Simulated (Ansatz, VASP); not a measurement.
**AlRu in VASP and in Ansatz**

```xyz
2
Lattice="0.0000 2.4449 2.4449 2.4449 0.0000 2.4449 2.4449 2.4449 0.0000" Properties=species:S:1:pos:R:3 pbc="T T T"
Ru    0.0000    0.0000    0.0000
Al    2.4449    2.4449    2.4449
```

Alike in both runs: functional LDA; k mesh 14 × 14 × 14; occupations fermi-dirac, width 0.05 eV; no spin polarisation.

Ansatz relaxed the structure, and its values are those at the end. VASP's run is a single point on that final structure, the one shown.

```csv
,VASP,Ansatz
version,VASP 6.6.1,Ansatz 0.2.0
potentials or method,"VASP PAW LDA potentials, release 64 (Ru_pv, Al)","PAW with Ansatz's default frozen-core files, scalar-relativistic"
plane-wave cutoff (eV),520,420
valence electrons in the cell,17,19
```

Ansatz gave:

- pressure (GPa): 0.0

What did VASP give for the same quantities?

Pressure (GPa): 0.4.

LDA's correlation is that of Perdew and Zunger in VASP and of Perdew and Wang (1992) in Ansatz. VASP's potentials hold 17 valence electrons a cell and Ansatz's 19, so a difference there can come from the potentials and not from the codes.
